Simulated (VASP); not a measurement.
Set up this calculation in VASP 6.6.1, as the native input.

- Task: single point
- Functional: PBE
- Potentials or basis: VASP PAW PBE potentials, release 64 (Cd, Te)
- Cutoff: 520 eV
- k mesh: 4 × 4 × 4
- Occupations: gaussian, width 0.01 eV
- Spin: no spin polarisation
- Dipole correction: no
- Further INCAR settings: ALGO = Normal; EDIFF = 1e-06; NBANDS = 16

The structure of CdTe lies in POSCAR:

```
CdTe
1.0
    0.0000000000      3.2799012126      3.2799012126
    3.2799012126      0.0000000000      3.2799012126
    3.2799012126      3.2799012126      0.0000000000
Cd Te
1 1
Direct
    0.0000000000      0.0000000000      0.0000000000
    0.2500000000      0.2500000000      0.2500000000
```

These files were run (other wordings do the same):

INCAR

```
PREC = Accurate
ENCUT = 520
EDIFF = 1E-6
ISMEAR = 0
SIGMA = 0.01
LREAL = False
LASPH = True
NELM = 100
ALGO = Normal
ISIF = 2
LWAVE = False
LCHARG = False
GGA = PE
NBANDS = 16
```

KPOINTS

```
Automatic mesh
0
Gamma
  4 4 4
```

Potentials or basis: VASP PAW PBE potentials, release 64 (Cd, Te).

The run is started by

```console
$ cat potpaw_PBE.64/Cd/POTCAR potpaw_PBE.64/Te/POTCAR > POTCAR
$ mpirun -np 1 vasp_std > vasp.out
```

Results of the run:

```json
{
 "Pressure": "1.3 GPa",
 "Band gap on the k mesh": "0.65 eV, direct"
}
```

Caveat: spin-orbit coupling is left out, which moves the levels of the heavy elements.

It took 6.2 s on 1 thread of Intel Xeon 6455B, on a shared host, peak memory 0.2 GiB.
